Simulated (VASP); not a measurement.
# Ru: single point with PBE

Ru:

```
Ru
1.0
     2.72356    0.00000    0.00000
    -1.36178    2.35867    0.00000
     0.00000    0.00000    4.28908
Ru
2
Direct
  0.33333 0.66667 0.25000
  0.66667 0.33333 0.75000
```

```
Program             : VASP 6.6.1
Task                : single point
Functional          : PBE
Potentials or basis : VASP PAW PBE potentials, release 64 (Ru_pv)
Cutoff              : 520 eV
k mesh              : 13 × 13 × 7
Occupations         : gaussian, width 0.3 eV
Spin                : no spin polarisation
```

```yaml
Pressure: 0.1 GPa
Band_gap_on_the_k_mesh: zero (band 14 reaches 13.99 eV, above the bottom of band 15 at 11.05 eV)
```

Stress tensor (GPa, compression positive):
```
-0.14  0.00  0.00
 0.00 -0.14  0.00
 0.00  0.00  0.45
```

Levels at points of the mesh, in eV from the Fermi level:
```
           k point  band 12  band 13  band 14  band 15  band 16  band 17
(0.00, 0.00, 0.00)    -1.89    -1.89    -1.42    -1.42     1.13     1.13
```

Wall time 41 s on 1 thread of Intel Xeon 8259CL (shared host), peak memory 0.16 GiB.
